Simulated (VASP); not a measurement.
# Ir (Fm-3m) in VASP: further runs, part 2 of 2

VASP 6.6.1. The steps go on from the part before.

### 5 Relaxation of cell and atoms, LDA, target pressure 4 GPa, at which the enthalpy is minimised

This run uses another cell than the first one, of 13.85 Å³/atom.

File INCAR:

```
PREC     = Accurate       # precision mode
ENCUT    = 600            # plane-wave cutoff, eV
EDIFF    = 1E-6           # SCF threshold, eV
ISMEAR   = -1             # smearing method
SIGMA    = 0.1            # smearing width, eV
LREAL    = F              # projectors in reciprocal space
LASPH    = T              # aspherical terms in the spheres
NELM     = 100            # most SCF steps
ALGO     = Normal         # electronic algorithm
ISIF     = 3              # what is computed and relaxed
LWAVE    = F              # write WAVECAR
LCHARG   = F              # write CHGCAR
IBRION   = 2              # ionic algorithm
NSW      = 100            # ionic steps
EDIFFG   = -0.002         # ionic threshold
PSTRESS  = 40.0
```

File KPOINTS:

```
Automatic mesh
0
Gamma
  24 24 24
```

File POSCAR:

```
Ir
1.0
    0.0000000000      1.9059006243      1.9059006243
    1.9059006243      0.0000000000      1.9059006243
    1.9059006243      1.9059006243      0.0000000000
Ir
1
Direct
    0.0000000000      0.0000000000      0.0000000000
```

Potentials or basis: VASP PAW LDA potentials, release 64 (Ir).

Run with:

```bash
> cat potpaw_LDA.64/Ir/POTCAR > POTCAR
> mpirun -np 1 vasp_std > vasp.out
```

OUTCAR:

```text
PREC = Accurate
   ENCUT = 600
   EDIFF = 1E-6
   ISMEAR = -1
   LREAL = F
   LASPH = T
   NELM = 100
   ISIF = 3
   IBRION = 2
   NSW = 100
   EDIFFG = -0.002
   PSTRESS = 40.0

 ion  position               nearest neighbor table
   1  0.000  0.000  0.000-

  LATTYP: Found a face centered cubic cell.
 ALAT       =     3.8118012486

  Lattice vectors:

 A1 = (   0.0000000000,   1.9059006243,   1.9059006243)
 A2 = (   1.9059006243,   0.0000000000,   1.9059006243)
 A3 = (   1.9059006243,   1.9059006243,   0.0000000000)

Analysis of symmetry for initial positions (statically):
=====================================================================
 Subroutine PRICEL returns:
 Original cell was already a primitive cell.

 Routine SETGRP: Setting up the symmetry group for a
 face centered cubic supercell.

 Subroutine GETGRP returns: Found 48 space group operations
 (whereof 48 operations were pure point group operations)
 out of a pool of 48 trial point group operations.

The static configuration has the point symmetry O_h .

Analysis of symmetry for dynamics (positions and initial velocities):
=====================================================================
 Subroutine PRICEL returns:
 Original cell was already a primitive cell.

 Routine SETGRP: Setting up the symmetry group for a
 face centered cubic supercell.

 Subroutine GETGRP returns: Found 48 space group operations
 (whereof 48 operations were pure point group operations)
 out of a pool of 48 trial point group operations.

The dynamic configuration has the point symmetry O_h .

 Subroutine INISYM returns: Found 48 space group operations
 (whereof 48 operations are pure point group operations),
 and found     1 'primitive' translations

----------------------------------------------------------------------------------------

                                     Primitive cell

  volume of cell :      13.8462

  direct lattice vectors                    reciprocal lattice vectors
[... 118 lines left out ...]
  energy-cutoff  :      600.00
  volume of cell :       13.85
 maximum number of plane-waves:       483
 NGX is ok and might be reduce to    24
   NGX = 11   NGY = 11   NGZ = 11

--------------------------------------- Ionic step        1  -------------------------------------------

 number of electron       9.0000000 magnetization

 Free energy of the ion-electron system (eV)
  ---------------------------------------------------
  ext. energy  EPLUGINS =         0.00000000
  ---------------------------------------------------
  free energy    TOTEN  =       -10.33927983 eV

  energy without entropy =      -10.30960904  energy(sigma->0) =      -10.32444443

------------------------ aborting loop because EDIFF is reached ----------------------------------------

  FORCE on cell =-STRESS in cart. coord.  units (eV):
  Direction    XX          YY          ZZ          XY          YZ          ZX
  --------------------------------------------------------------------------------------
  -------------------------------------------------------------------------------------
  Total        0.2346364      0.2346364      0.2346364     -0.0000000     -0.0000000      0.0000000
  in kB       27.1503399     27.1503399     27.1503399     -0.0000000     -0.0000000      0.0000000
  external PRESSURE =     -12.8496601 kB  Pullay stress =      40.0000000 kB
[... 61 lines left out ...]
--------------------------------------- Ionic step        3  -------------------------------------------

 number of electron       9.0000000 magnetization

 Free energy of the ion-electron system (eV)
  ---------------------------------------------------
  ext. energy  EPLUGINS =         0.00000000
  ---------------------------------------------------
  free energy    TOTEN  =       -10.33839863 eV

  energy without entropy =      -10.30888678  energy(sigma->0) =      -10.32364270

 E-fermi :  10.7401     XC(G=0): -14.2814

 val. band max:       10.7330755245   @ k =  -0.3750   0.1667   0.0000
 cond. band min:      10.7427673366   @ k =  -0.4583   0.4167   0.0833
 fundamental gap:      0.0096918121
 Fermi energy:        10.7400639286

 k-point     1 :       0.0000    0.0000    0.0000
  band No.  band energies     occupation
      1      -0.6234      2.00000
      2       6.6833      2.00000
      3       6.6833      2.00000
      4       6.6833      2.00000
      5       9.5177      1.99999
      6       9.5177      1.99999
      7      25.0392      0.00000
      8      30.7257      0.00000
[... 243 lines left out ...]
 k-point    24 :       0.4583    0.0417    0.0000
  band No.  band energies     occupation
      1       2.4449      2.00000
      2       6.5557      2.00000
      3       6.6975      2.00000
      4       9.1469      2.00000
      5      11.6366      0.00026
      6      11.7558      0.00008
      7      18.9059      0.00000
      8      24.9098      0.00000

 [... further k-points ...]

------------------------ aborting loop because EDIFF is reached ----------------------------------------

  FORCE on cell =-STRESS in cart. coord.  units (eV):
  Direction    XX          YY          ZZ          XY          YZ          ZX
  --------------------------------------------------------------------------------------
  -------------------------------------------------------------------------------------
  Total        0.3437258      0.3437258      0.3437258      0.0000000      0.0000000      0.0000000
  in kB       39.8946414     39.8946414     39.8946414      0.0000000      0.0000000      0.0000000
  external PRESSURE =      -0.1053586 kB  Pullay stress =      40.0000000 kB
[... 20 lines left out ...]
  energy  without entropy=      -10.3088867773  energy(sigma->0) =      -10.32364270

  enthalpy is  TOTEN    =        -9.9937650554 eV   P V=        0.3446335718

 reached required accuracy - stopping structural energy minimisation
```

Wall time 60 s (1 thread of AMD EPYC 9R45 (Zen 5), shared host); peak memory 0.18 GiB.

What came out:

| Property | Result |
| --- | --- |
| Free energy | -10.3384 eV |
| Relaxed volume | 13.80 Å³/atom |
| Relaxed cell | a = 2.693 Å, b = 2.693 Å, c = 2.693 Å, α = 60.00°, β = 60.00°, γ = 60.00° |
| Space group after relaxing (to 0.1 Å) | Fm-3m (No. 225) |
| Energy change on relaxing (the run minimises the enthalpy) | +0.9 meV/atom |
| Ionic steps | 3 |
| Pressure after relaxing | 4.0 GPa |
| Band gap on the k mesh | zero (an odd number of electrons rules out a gap without spin polarisation) |

The path:
```
step  energy change (eV)  largest force (eV/Å)  pressure (GPa)  volume (Å³)
   1              0.0000                0.0000            2.72        13.85
   2              0.0085                0.0000            9.70        13.62
   3              0.0009                0.0000            3.99        13.80
```

Final structure:
```
Ir
1.0
     0.00000    1.90397    1.90397
     1.90397    0.00000    1.90397
     1.90397    1.90397    0.00000
Ir
1
Direct
  0.00000 0.00000 0.00000
```

Caveat: the cell is relaxed towards a set pressure, so the run minimises the enthalpy, not the energy; spin-orbit coupling is left out, which moves the levels of the heavy elements.

### 6 Relaxation of cell and atoms, LDA, target pressure 7 GPa, at which the enthalpy is minimised

This run uses another cell than the first one, of 13.85 Å³/atom.

File INCAR:

```
SYSTEM = Ir
ALGO     = Normal         ! electronic algorithm
EDIFF    = 1E-6           ! SCF threshold, eV
EDIFFG   = -0.002         ! ionic threshold
ENCUT    = 600            ! plane-wave cutoff, eV
IBRION   = 2              ! ionic algorithm
ISIF     = 3              ! what is computed and relaxed
ISMEAR   = -1             ! smearing method
LASPH    = .TRUE.         ! aspherical terms in the spheres
LCHARG   = .FALSE.        ! write CHGCAR
LREAL    = .FALSE.        ! projectors in reciprocal space
LWAVE    = .FALSE.        ! write WAVECAR
NELM     = 100            ! most SCF steps
NSW      = 100            ! ionic steps
PREC     = Accurate       ! precision mode
PSTRESS  = 70.0         
SIGMA    = 0.1            ! smearing width, eV
```

File KPOINTS:

```
k-points
0
G
  24 24 24
  0 0 0
```

POSCAR is that of step 5.

Potentials or basis: VASP PAW LDA potentials, release 64 (Ir).

Run with:

```bash
> cat potpaw_LDA.64/Ir/POTCAR > POTCAR
> mpirun -np 1 vasp_std > vasp.out
```

OUTCAR:

```text
SYSTEM = Ir
   EDIFF = 1E-6
   EDIFFG = -0.002
   ENCUT = 600
   IBRION = 2
   ISIF = 3
   ISMEAR = -1
   LASPH = .TRUE.
   LREAL = .FALSE.
   NELM = 100
   NSW = 100
   PREC = Accurate
   PSTRESS = 70.0

 ion  position               nearest neighbor table
   1  0.000  0.000  0.000-

  LATTYP: Found a face centered cubic cell.
 ALAT       =     3.8118012486

  Lattice vectors:

 A1 = (   0.0000000000,   1.9059006243,   1.9059006243)
 A2 = (   1.9059006243,   0.0000000000,   1.9059006243)
 A3 = (   1.9059006243,   1.9059006243,   0.0000000000)

Analysis of symmetry for initial positions (statically):
=====================================================================
 Subroutine PRICEL returns:
 Original cell was already a primitive cell.

 Routine SETGRP: Setting up the symmetry group for a
 face centered cubic supercell.

 Subroutine GETGRP returns: Found 48 space group operations
 (whereof 48 operations were pure point group operations)
 out of a pool of 48 trial point group operations.

The static configuration has the point symmetry O_h .

Analysis of symmetry for dynamics (positions and initial velocities):
=====================================================================
[... 165 lines left out ...]
  Total        0.2346364      0.2346364      0.2346364     -0.0000000     -0.0000000      0.0000000
  in kB       27.1503399     27.1503399     27.1503399     -0.0000000     -0.0000000      0.0000000
  external PRESSURE =     -42.8496601 kB  Pullay stress =      70.0000000 kB
[... 98 lines left out ...]
--------------------------------------- Ionic step        4  -------------------------------------------

 number of electron       9.0000000 magnetization

 Free energy of the ion-electron system (eV)
  ---------------------------------------------------
  ext. energy  EPLUGINS =         0.00000000
  ---------------------------------------------------
  free energy    TOTEN  =       -10.33510988 eV

  energy without entropy =      -10.30595920  energy(sigma->0) =      -10.32053454

 E-fermi :  10.8675     XC(G=0): -14.3220

 val. band max:       10.8601095975   @ k =  -0.3750   0.1667   0.0000
 cond. band min:      10.8693757603   @ k =  -0.4583   0.4167   0.0833
 fundamental gap:      0.0092661627
 Fermi energy:        10.8674727211

 k-point     1 :       0.0000    0.0000    0.0000
  band No.  band energies     occupation
      1      -0.5730      2.00000
      2       6.7666      2.00000
      3       6.7666      2.00000
      4       6.7666      2.00000
      5       9.6323      1.99999
      6       9.6323      1.99999
      7      25.1493      0.00000
      8      30.8785      0.00000
[... 243 lines left out ...]
 k-point    24 :       0.4583    0.0417    0.0000
  band No.  band energies     occupation
      1       2.4965      2.00000
      2       6.6361      2.00000
      3       6.7797      2.00000
      4       9.2543      2.00000
      5      11.7757      0.00023
      6      11.8933      0.00007
      7      19.1052      0.00000
      8      25.0271      0.00000

 [... further k-points ...]

------------------------ aborting loop because EDIFF is reached ----------------------------------------

  FORCE on cell =-STRESS in cart. coord.  units (eV):
  Direction    XX          YY          ZZ          XY          YZ          ZX
  --------------------------------------------------------------------------------------
  -------------------------------------------------------------------------------------
  Total        0.5988959      0.5988959      0.5988959     -0.0000000      0.0000000     -0.0000000
  in kB       69.9981903     69.9981903     69.9981903     -0.0000000      0.0000000     -0.0000000
  external PRESSURE =      -0.0018097 kB  Pullay stress =      70.0000000 kB
[... 20 lines left out ...]
  energy  without entropy=      -10.3059591963  energy(sigma->0) =      -10.32053454

  enthalpy is  TOTEN    =        -9.7361985070 eV   P V=        0.5989113688

 reached required accuracy - stopping structural energy minimisation
```

OSZICAR:

```text
N       E                     dE             d eps       ncg     rms          rms(c)
DAV:   1     0.472544958933E+02    0.47254E+02   -0.49305E+03  6632   0.116E+03
DAV:   2    -0.101947506271E+02   -0.57449E+02   -0.55857E+02  6624   0.217E+02
DAV:   3    -0.109420545694E+02   -0.74730E+00   -0.74494E+00  9952   0.337E+01
DAV:   4    -0.109464051376E+02   -0.43506E-02   -0.43499E-02  8152   0.182E+00
[... 25 lines left out ...]
   3 F= -.97361977E+01 E0= -.97216174E+01  d E =-.186614E-02
       N       E                     dE             d eps       ncg     rms          rms(c)
DAV:   1    -0.103351117541E+02    0.11532E-03   -0.75513E-05  7160   0.150E-01    0.148E-02
DAV:   2    -0.103351100680E+02    0.16862E-05   -0.42259E-06  6192   0.297E-02    0.504E-03
DAV:   3    -0.103351098758E+02    0.19219E-06   -0.88525E-07  3368   0.122E-02
   4 F= -.97361985E+01 E0= -.97216232E+01  d E =-.186691E-02
```

CONTCAR:

```text
Ir
   1.00000000000000
    -0.0000000000000000    1.8995396706485423    1.8995396706485423
     1.8995396706485423   -0.0000000000000000    1.8995396706485423
     1.8995396706485423    1.8995396706485423    0.0000000000000000
  Ir
     1
Direct
     0.0000000000000000    0.0000000000000000    0.0000000000000000

  0.00000000E+00  0.00000000E+00  0.00000000E+00
```

Wall time 68 s (1 thread of AMD EPYC 9R45 (Zen 5), shared host); peak memory 0.18 GiB.

Results:

- Free energy: -10.3351 eV
- Relaxed volume: 13.71 Å³/atom
- Relaxed cell: a = 2.686 Å, b = 2.686 Å, c = 2.686 Å, α = 60.00°, β = 60.00°, γ = 60.00°
- Space group after relaxing (to 0.1 Å): Fm-3m (No. 225)
- Energy change on relaxing (the run minimises the enthalpy): +4.2 meV/atom
- Ionic steps: 4
- Pressure after relaxing: 7.0 GPa
- Band gap on the k mesh: zero (an odd number of electrons rules out a gap without spin polarisation)

Step by step:
```tsv
step	energy change (eV)	largest force (eV/Å)	pressure (GPa)	volume (Å³)
1	0.0000	0.0000	2.72	13.85
2	0.0679	0.0000	28.49	13.12
3	0.0041	0.0000	6.91	13.71
4	0.0042	0.0000	7.00	13.71
```

Final structure:
```
Ir
1.0
     0.00000    1.89954    1.89954
     1.89954    0.00000    1.89954
     1.89954    1.89954    0.00000
Ir
1
Direct
  0.00000 0.00000 0.00000
```

Caveat: the cell is relaxed towards a set pressure, so the run minimises the enthalpy, not the energy; spin-orbit coupling is left out, which moves the levels of the heavy elements.

### 7 Summary

| task | cell | cutoff (eV) | gap on the mesh (eV) | pressure (GPa) |
| --- | --- | --- | --- | --- |
| single point | a = 2.693 Å, angles 60.0°, 1 atom | 520 | none | 3.6 |
| relaxation of cell and atoms | relaxed to 1 GPa from a = 2.695 Å, angles 60.0°, 1 atom | 600 | none | 1.0 |
| relaxation of cell and atoms | relaxed to 2 GPa from a = 2.695 Å, angles 60.0°, 1 atom | 600 | none | 2.0 |
| relaxation of cell and atoms | relaxed to 4 GPa from a = 2.695 Å, angles 60.0°, 1 atom | 600 | none | 4.0 |
| relaxation of cell and atoms | relaxed to 7 GPa from a = 2.695 Å, angles 60.0°, 1 atom | 600 | none | 7.0 |

Alike in all rows: level LDA; potentials or basis VASP PAW LDA potentials, release 64 (Ir); no spin polarisation; k mesh 24 × 24 × 24; smearing fermi-dirac 0.1 eV.

Caveats: spin-orbit coupling is left out, which moves the levels of the heavy elements; the cell is relaxed towards a set pressure, so the run minimises the enthalpy, not the energy (at least some runs); the cell stands under pressure (at least some runs).

Total energies depend on the potentials used, so only differences within one code and one set of settings carry meaning.
